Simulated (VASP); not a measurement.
AgCl:

```
CELL_PARAMETERS angstrom
4.08275 0.00000 0.00000
-2.04137 3.53576 0.00000
0.00000 0.00000 5.10317
ATOMIC_POSITIONS crystal
Ag 0.33333 0.66667 0.25000
Ag 0.66667 0.33333 0.75000
Cl 0.66667 0.33333 0.25000
Cl 0.33333 0.66667 0.75000
```

* Program: VASP 6.6.1
* Task: relaxation of cell and atoms
* Functional: PBEsol
* Potentials or basis: VASP PAW PBE potentials, release 64 (Ag, Cl)
* Cutoff: 600 eV
* k mesh: 6 × 6 × 4
* Occupations: fermi-dirac, width 0.03 eV
* Spin: no spin polarisation

At the start: pressure 23.3 GPa; volume 18.42 Å³/atom.

Task: Where does the relaxation end?

Result: Over 8 steps the energy falls by 307.5 meV/atom and the volume is 24.00 Å³/atom (+30.3 %); space group P6_3/mmc (No. 194, to 0.05 Å).

Step by step:
| step | energy change (eV) | largest force (eV/Å) | pressure (GPa) | volume (Å³) |
| --- | --- | --- | --- | --- |
| 1 | 0.0000 | 0.0000 | 23.27 | 73.67 |
| 2 | -1.1068 | 0.0000 | -3.43 | 106.02 |
| 3 | -1.2272 | 0.0000 | 0.32 | 95.19 |
| 4 | -1.2278 | 0.0000 | -0.07 | 95.99 |
| 5 | -1.2285 | 0.0000 | -0.07 | 96.00 |
| 6 | -1.2298 | 0.0000 | -0.04 | 96.01 |
| 7 | -1.2295 | 0.0000 | 0.06 | 96.02 |
| 8 | -1.2301 | 0.0000 | -0.01 | 96.02 |

Final structure:
```yaml
crystal:
  lattice:
    - [4.42562, 0.00000, 0.00000]
    - [-2.21281, 3.83270, 0.00000]
    - [0.00000, 0.00000, 5.66068]
  atoms:
    - { symbol: Ag, position: [0.33333, 0.66667, 0.25000] }
    - { symbol: Ag, position: [0.66667, 0.33333, 0.75000] }
    - { symbol: Cl, position: [0.66667, 0.33333, 0.25000] }
    - { symbol: Cl, position: [0.33333, 0.66667, 0.75000] }
```

Caveat: the volume moved by over 15 % at a fixed basis, so the end points are rough; the PAW data sets were made with another functional, which shifts forces and pressure a little.
